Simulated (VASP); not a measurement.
Co: single point with PBEsol+D3(BJ)+U

The system is Co.

```
CELL_PARAMETERS angstrom
2.47200 0.00000 0.00000
-1.23600 2.14081 0.00000
0.00000 0.00000 4.02114
ATOMIC_POSITIONS crystal
Co 0.66667 0.33333 0.75000
Co 0.33333 0.66667 0.25000
```

```yaml
Program: VASP 6.6.1
Task: single point
Functional: PBEsol
Dispersion: D3(BJ)
Potentials_or_basis: VASP PAW PBE potentials, release 64 (Co)
Cutoff: 520 eV
k_mesh: 12 × 12 × 7
Occupations: fermi-dirac, width 0.05 eV
Spin: collinear spin, ferromagnetic start
Starting_moments: "[-1.54, -0.47] μB"
Hubbard_terms: Co d U = 2.0 eV
Dipole_correction: no
Further_INCAR_settings: ALGO = Normal; EDIFF = 1e-06; NBANDS = 20
```

| Item | Value |
| --- | --- |
| Pressure | -12.7 GPa |
| Net moment | -3.49 μB per cell |
| Site moments | Co -1.78 μB |
| Valence electrons inside the program's atomic spheres | Co 8.34 |
| Dispersion energy per atom | -0.388 eV |

Levels at points of the mesh, in eV from the Fermi level:
Spin up:
```csv
k point,band 3,band 4,band 5,band 6,band 7,band 8,band 9,band 10,band 11,band 12
"(0.00, 0.00, 0.00)",-1.02,-0.92,-0.92,-0.54,-0.54,-0.21,-0.02,-0.02,1.22,1.22
"(0.50, 0.00, 0.00)",-3.27,-1.86,-1.01,-0.98,-0.62,1.33,1.49,1.49,2.67,4.45
```
Spin down:
```tsv
k point	band 7	band 8	band 9	band 10	band 11	band 12	band 13	band 14	band 15	band 16
(0.00, 0.00, 0.00)	-3.07	-2.72	-2.72	-1.61	-1.61	-0.18	6.06	22.14	24.72	24.72
(0.50, 0.00, 0.00)	-2.93	-1.42	-1.39	-1.27	0.99	3.10	9.56	10.32	12.33	13.80
```

Eigenvalues of the final occupation matrices:
| site | spin | trace | eigenvalues |
| --- | --- | --- | --- |
| site 1 d | 1 | 2.74 | 0.53 0.53 0.55 0.55 0.57 |
| site 1 d | 2 | 4.60 | 0.91 0.92 0.92 0.92 0.92 |
| site 2 d | 1 | 2.74 | 0.53 0.53 0.55 0.55 0.57 |
| site 2 d | 2 | 4.60 | 0.91 0.92 0.92 0.92 0.92 |

Run time: 120 s on 1 thread of Intel(R) Xeon(R) Platinum 8259CL CPU @ 2.50GHz (Skylake/Cascade Lake), on a shared host, peak memory 0.17 GiB.

Caveat: the cell stands under tension; the PAW data sets were made with another functional, which shifts forces and pressure a little; the U is typed as a test and isn't derived for this compound. The state reached can hang on the start; a lower one may exist.
